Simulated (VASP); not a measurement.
# Al2GaSb3 (P6_3mc) in VASP: single point with PBE

Aim: the single point of Al2GaSb3 with PBE.

Everything below comes from runs of VASP 6.6.1. Logs are shortened: lines on timing, memory, paths and dates and some standing lists are left out, and cuts for length are marked.

## Step 1: The cell of the first run

It takes space group P6_3mc (No. 186, hexagonal). Conventional cell: a = 4.386 Å, b = 4.386 Å, c = 21.673 Å, α = 90.00°, β = 90.00°, γ = 120.00°. Within 3.5 Å of Al (site symmetry 3m) lie 4 Sb at 2.69 to 2.71 Å. Al (site symmetry 3m) has 4 Sb at 2.69 to 2.71 Å within 3.5 Å. Within 3.5 Å of Ga (site symmetry 3m) lie 4 Sb at 2.69 to 2.70 Å. Within 3.5 Å of Sb (site symmetry 3m) lie 4 Al at 2.69 to 2.71 Å. Within 3.5 Å of Sb (site symmetry 3m) lie 3 Al at 2.69 Å and 1 Ga at 2.70 Å. Within 3.5 Å of Sb (site symmetry 3m) lie 3 Ga at 2.69 Å and 1 Al at 2.71 Å.

## Step 2: Single point, PBE

The input, INCAR:

```
ALGO = Normal ; EDIFF = 1E-6
ENCUT = 520 ; GGA = PE
ISIF = 2 ; ISMEAR = 0
LASPH = True ; LCHARG = False
LREAL = False ; LWAVE = False
NBANDS = 46 ; NELM = 80
PREC = Accurate ; SIGMA = 0.02
```

The input, KPOINTS:

```
k-points
0
Gamma
  12 12 2
```

The input, POSCAR:

```
Al2GaSb3
1.0
    4.3860673355      0.0000000000      0.0000000000
   -2.1930336678      3.7984457352      0.0000000000
    0.0000000000      0.0000000000     21.6732777952
Al Ga Sb
4 2 6
Direct
    0.6666666667      0.3333333333      0.1665449951
    0.6666666667      0.3333333333      0.8334196402
    0.3333333333      0.6666666667      0.3334196402
    0.3333333333      0.6666666667      0.6665449951
    0.6666666667      0.3333333333      0.5003588323
    0.3333333333      0.6666666667      0.0003588323
    0.6666666667      0.3333333333      0.2914322363
    0.6666666667      0.3333333333      0.6248253947
    0.6666666667      0.3333333333      0.9583188814
    0.3333333333      0.6666666667      0.1248253947
    0.3333333333      0.6666666667      0.4583188814
    0.3333333333      0.6666666667      0.7914322363
```

Potentials or basis: VASP PAW PBE potentials, release 64 (Al, Ga_d, Sb).

On the command line:

```
$ cat potpaw_PBE.64/Al/POTCAR potpaw_PBE.64/Ga_d/POTCAR potpaw_PBE.64/Sb/POTCAR > POTCAR
$ mpirun -np 1 vasp_std > vasp.out
```

OUTCAR:

```text
EDIFF = 1E-6
   ENCUT = 520
   GGA = PE
   ISIF = 2
   ISMEAR = 0
   LASPH = True
   LREAL = False
   NELM = 80
   PREC = Accurate

 ion  position               nearest neighbor table
   1  0.667  0.333  0.167-  10 2.69  10 2.69  10 2.69   7 2.71
   2  0.667  0.333  0.833-  12 2.69  12 2.69  12 2.69   9 2.71
   3  0.333  0.667  0.333-   7 2.69   7 2.69   7 2.69  11 2.71
   4  0.333  0.667  0.667-   8 2.69   8 2.69   8 2.69  12 2.71
   5  0.667  0.333  0.500-  11 2.69  11 2.69  11 2.69   8 2.70
   6  0.333  0.667  0.000-   9 2.69   9 2.69   9 2.69  10 2.70
   7  0.667  0.333  0.291-   3 2.69   3 2.69   3 2.69   1 2.71
   8  0.667  0.333  0.625-   4 2.69   4 2.69   4 2.69   5 2.70
   9  0.667  0.333  0.958-   6 2.69   6 2.69   6 2.69   2 2.71
  10  0.333  0.667  0.125-   1 2.69   1 2.69   1 2.69   6 2.70
  11  0.333  0.667  0.458-   5 2.69   5 2.69   5 2.69   3 2.71
  12  0.333  0.667  0.791-   2 2.69   2 2.69   2 2.69   4 2.71

  LATTYP: Found a hexagonal cell.
 ALAT       =     4.3860673355
 C/A-ratio  =     4.9413919435

  Lattice vectors:

 A1 = (   4.3860673355,   0.0000000000,   0.0000000000)
 A2 = (  -2.1930336678,   3.7984457352,   0.0000000000)
 A3 = (   0.0000000000,   0.0000000000,  21.6732777952)

Analysis of symmetry for initial positions (statically):
=====================================================================
 Subroutine PRICEL returns:
 Original cell was already a primitive cell.

 Routine SETGRP: Setting up the symmetry group for a
 hexagonal supercell.

 Subroutine GETGRP returns: Found 12 space group operations
 (whereof  6 operations were pure point group operations)
 out of a pool of 24 trial point group operations.

The static configuration has the point symmetry C_3v.
 The point group associated with its full space group is C_6v.

Analysis of symmetry for dynamics (positions and initial velocities):
=====================================================================
 Subroutine PRICEL returns:
 Original cell was already a primitive cell.

 Routine SETGRP: Setting up the symmetry group for a
 hexagonal supercell.

 Subroutine GETGRP returns: Found 12 space group operations
 (whereof  6 operations were pure point group operations)
 out of a pool of 24 trial point group operations.

The dynamic configuration has the point symmetry C_3v.
[... 129 lines left out ...]
   TEBEG  =    0.0;   TEEND  =   0.0 temperature during run
   PSTRESS=    0.0 pullay stress
   NELECT =      68.0000    total number of electrons
   NUPDOWN=      -1.0000    fix difference up-down
   EMIN   =  10.00;   EMAX   =-10.00  energy-range for DOS
   EFERMI =   0.00;   METHOD = LEGACY
   ISMEAR =     0;   SIGMA  =   0.02  broadening in eV -4-tet -1-fermi 0-gaus
   EFERMI_NEDOS =   21; number of points for ismear=-14 and -15
   IALGO  =     38    algorithm
   IMIX   =      4    mixing-type and parameters
     AMIX     =   0.40;   BMIX     =  1.00
     AMIX_MAG =   1.60;   BMIX_MAG =  1.00
  volume/ion in A,a.u.               =      30.09       203.06
  Fermi-wavevector in a.u.,A,eV,Ry     =   0.938374  1.773269 11.980547  0.880545
  Thomas-Fermi vector in A             =   2.065579
   LORBIT       =      0    0 simple, 1 ext, 2 COOP (PROOUT), +10 PAW based schemes
   GGA     = PE    functional components
   LHFCALC =     F    Hartree Fock is set to
   AEXX    =    0.0000 exact exchange contribution
   IVDW    =     0    specifies the selected vdW correction
   LEPSILON=     F    determine dielectric tensor
   LRPA    =     F    only Hartree local field effects (RPA)
 non-spin polarized calculation
 Gauss-broadening in eV      SIGMA  =   0.02
  energy-cutoff  :      520.00
  volume of cell :      361.08
 maximum number of plane-waves:      9754
 NGX is ok and might be reduce to    36
   NGX = 17   NGY = 17   NGZ = 81

 number of electron      67.9999997 magnetization

 Free energy of the ion-electron system (eV)
  ---------------------------------------------------
  ext. energy  EPLUGINS =         0.00000000
  ---------------------------------------------------
  free energy    TOTEN  =       -47.47880599 eV

  energy without entropy =      -47.47880599  energy(sigma->0) =      -47.47880599

 E-fermi :   4.6374     XC(G=0):  -8.6132

 val. band max:        4.5159861934   @ k =   0.0000   0.0000   0.0000
 cond. band min:       4.8356695205   @ k =   0.0000   0.0000   0.0000
 fundamental gap:      0.3196833272
 Fermi energy:         4.6374048698

 k-point     1 :       0.0000    0.0000    0.0000
  band No.  band energies     occupation
      1     -10.3599      2.00000
      2     -10.3599      2.00000
      3     -10.3448      2.00000
      4     -10.3448      2.00000
      5     -10.3448      2.00000
      6     -10.3448      2.00000
[... 1165 lines left out ...]
     45       8.3763      0.00000
     46       8.3763      0.00000

 [... further k-points ...]

------------------------ aborting loop because EDIFF is reached ----------------------------------------

  FORCE on cell =-STRESS in cart. coord.  units (eV):
  Direction    XX          YY          ZZ          XY          YZ          ZX
  --------------------------------------------------------------------------------------
  -------------------------------------------------------------------------------------
  Total        0.3063605      0.3063605      0.2921858     -0.0000000      0.0000000      0.0000000
  in kB        1.3593695      1.3593695      1.2964742     -0.0000000      0.0000000      0.0000000
  external PRESSURE =       1.3384044 kB  Pullay stress =       0.0000000 kB

 VOLUME and BASIS-vectors are now :
 -----------------------------------------------------------------------------
  energy-cutoff  :      520.00
  volume of cell :      361.08
      direct lattice vectors                 reciprocal lattice vectors
     4.386067335  0.000000000  0.000000000     0.227994676  0.131632787  0.000000000
    -2.193033668  3.798445735  0.000000000     0.000000000  0.263265575  0.000000000
     0.000000000  0.000000000 21.673277795     0.000000000  0.000000000  0.046139768

 POSITION                                       TOTAL-FORCE (eV/Angst)
 -----------------------------------------------------------------------------------
      2.19303      1.26615      3.60958         0.000000     -0.000000      0.005508
      2.19303      1.26615     18.06294        -0.000000     -0.000000      0.006426
     -0.00000      2.53230      7.22630         0.000000      0.000000      0.006426
     -0.00000      2.53230     14.44621        -0.000000     -0.000000      0.005508
      2.19303      1.26615     10.84442         0.000000     -0.000000     -0.003595
     -0.00000      2.53230      0.00778        -0.000000      0.000000     -0.003595
      2.19303      1.26615      6.31629        -0.000000     -0.000000     -0.004542
      2.19303      1.26615     13.54201         0.000000      0.000000     -0.006878
      2.19303      1.26615     20.76991        -0.000000     -0.000000      0.003082
     -0.00000      2.53230      2.70538        -0.000000     -0.000000     -0.006878
     -0.00000      2.53230      9.93327        -0.000000      0.000000      0.003082
     -0.00000      2.53230     17.15293        -0.000000      0.000000     -0.004542
 -----------------------------------------------------------------------------------
    total drift:                               -0.000000     -0.000000     -0.007120

  FREE ENERGIE OF THE ION-ELECTRON SYSTEM (eV)
  ---------------------------------------------------
  free  energy   TOTEN  =       -47.4788059901 eV

  energy  without entropy=      -47.4788059901  energy(sigma->0) =      -47.47880599
```

OSZICAR:

```text
N       E                     dE             d eps       ncg     rms          rms(c)
DAV:   1     0.424503853467E+03    0.42450E+03   -0.25517E+04  3504   0.138E+03
DAV:   2     0.868435588440E+01   -0.41582E+03   -0.39589E+03  3936   0.304E+02
DAV:   3    -0.451079530567E+02   -0.53792E+02   -0.52099E+02  4032   0.110E+02
DAV:   4    -0.478018852924E+02   -0.26939E+01   -0.26646E+01  4450   0.252E+01
DAV:   5    -0.478939527412E+02   -0.92067E-01   -0.91813E-01  4880   0.456E+00    0.801E+00
DAV:   6    -0.475686531552E+02    0.32530E+00   -0.46226E-01  4710   0.450E+00    0.480E+00
DAV:   7    -0.474727868700E+02    0.95866E-01   -0.46918E-01  4138   0.247E+00    0.670E-01
DAV:   8    -0.474758806645E+02   -0.30938E-02   -0.45905E-02  4104   0.156E+00    0.311E-01
DAV:   9    -0.474778586345E+02   -0.19780E-02   -0.89204E-03  4350   0.465E-01    0.959E-02
DAV:  10    -0.474784350225E+02   -0.57639E-03   -0.86726E-04  4406   0.193E-01    0.372E-02
DAV:  11    -0.474786839496E+02   -0.24893E-03   -0.18597E-04  4272   0.576E-02    0.252E-02
DAV:  12    -0.474788023576E+02   -0.11841E-03   -0.17568E-04  3586   0.411E-02    0.933E-03
DAV:  13    -0.474788055353E+02   -0.31777E-05   -0.71816E-06  4240   0.113E-02    0.508E-03
DAV:  14    -0.474788059901E+02   -0.45480E-06   -0.77153E-07  2646   0.403E-03
   1 F= -.47478806E+02 E0= -.47478806E+02  d E =-.771937E-20
```

stdout:

```text
POSCAR found type information on POSCAR AlGaSb
 POSCAR found :  3 types and      12 ions
 scaLAPACK will be used
 LDA part: xc-table for (Slater+PW92), standard interpolation
 POSCAR, INCAR and KPOINTS ok, starting setup
 FFT: planning ... GRIDC
 FFT: planning ... GRID_SOFT
 FFT: planning ... GRID
 WAVECAR not read
 entering main loop
```

Wall time 13 min (1 thread of Intel Xeon Platinum 8488C (Sapphire Rapids), shared host); peak memory 0.84 GiB.

Results:

- Free energy: -47.4788 eV
- Pressure: 0.1 GPa
- Largest force: 0.007 eV/Å
- Band gap on the k mesh: 0.32 eV

Forces on the atoms (eV/Å):
```
Al   0.000  0.000  0.006
Al   0.000  0.000  0.006
Al   0.000  0.000  0.006
Al   0.000  0.000  0.006
Ga   0.000  0.000 -0.004
Ga   0.000  0.000 -0.004
Sb   0.000  0.000 -0.005
Sb   0.000  0.000 -0.007
Sb   0.000  0.000  0.003
Sb   0.000  0.000 -0.007
Sb   0.000  0.000  0.003
Sb   0.000  0.000 -0.005
```

Levels at points of the mesh, in eV from the valence-band top:
```csv
k point,band 31,band 32,band 33,band 34,band 35,band 36,band 37,band 38
"(0.00, 0.00, 0.00)",-0.26,-0.19,0.00,0.00,0.32,0.53,1.13,1.20
"(0.50, 0.00, 0.00)",-1.52,-1.48,-1.42,-1.04,0.68,1.09,1.15,1.19
"(0.00, 0.00, 0.50)",-0.09,-0.09,-0.09,-0.09,0.54,0.54,1.27,1.27
"(0.50, 0.00, 0.50)",-1.78,-1.78,-1.16,-1.16,0.94,0.94,1.19,1.19
```

Caveat: semilocal functionals underestimate gaps, and a narrow one can read as zero; spin-orbit coupling is left out, which moves the levels of the heavy elements. A k mesh can miss the band edges.
